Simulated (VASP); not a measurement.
Set up this calculation in VASP 6.6.1, as the native input.

```yaml
Task: relaxation of cell and atoms
Functional: PBE
Potentials_or_basis: VASP PAW PBE potentials, release 64 (H, Mo_sv)
Cutoff: 600 eV
k_mesh: 12 × 12 × 10
Occupations: gaussian, width 0.1 eV
Spin: no spin polarisation
Dipole_correction: no
Further_INCAR_settings: ALGO = Normal; EDIFF = 1e-06; IBRION = 2; EDIFFG = -0.01; NSW = 100; ISIF = 3
```

The structure of MoH3 lies in POSCAR:

```
MoH3
1.0
    2.8855827866      0.0000000000      0.0000000000
   -1.4427913933      2.4989879979      0.0000000000
    0.0000000000      0.0000000000      3.8406987102
H Mo
3 1
Direct
    0.3333333333      0.6666666667      0.2547651485
    0.3333333333      0.6666666667      0.7452348515
    0.0000000000      0.0000000000      0.0000000000
    0.0000000000      0.0000000000      0.5000000000
```

The cell was built from a structure type or drawn by symmetry, and may not be a known phase.

One way to write it, as run:

INCAR

```
SYSTEM = MoH3
ALGO = Normal
EDIFF = 1E-6
EDIFFG = -0.01
ENCUT = 600
GGA = PE
IBRION = 2
ISIF = 3
ISMEAR = 0
LASPH = .True.
LCHARG = .False.
LREAL = .False.
LWAVE = .False.
NELM = 80
NSW = 100
PREC = Accurate
SIGMA = 0.1
```

KPOINTS

```
k-points
0
Gamma
  12 12 10
  0 0 0
```

Potentials or basis: VASP PAW PBE potentials, release 64 (H, Mo_sv).

Command:

```sh
$ cat potpaw_PBE.64/H/POTCAR potpaw_PBE.64/Mo_sv/POTCAR > POTCAR
$ mpirun -np 1 vasp_std > vasp.out
```

Results of the run:

```json
{"Relaxed volume": "6.96 Å³/atom", "Relaxed cell": "a = 2.882 Å, b = 2.882 Å, c = 3.869 Å, α = 90.00°, β = 90.00°, γ = 120.00°", "Space group after relaxing (to 0.1 Å)": "P-6m2 (No. 187)", "Energy gained by relaxing": "0.4 meV/atom", "Ionic steps": "7", "Pressure after relaxing": "0.0 GPa", "Largest force after relaxing": "0.008 eV/Å", "Band gap on the k mesh": "zero (an odd number of electrons rules out a gap without spin polarisation)"}
```

Wall time 2.8 min on 1 thread of Intel Xeon 8259CL (shared host), peak memory 0.19 GiB.
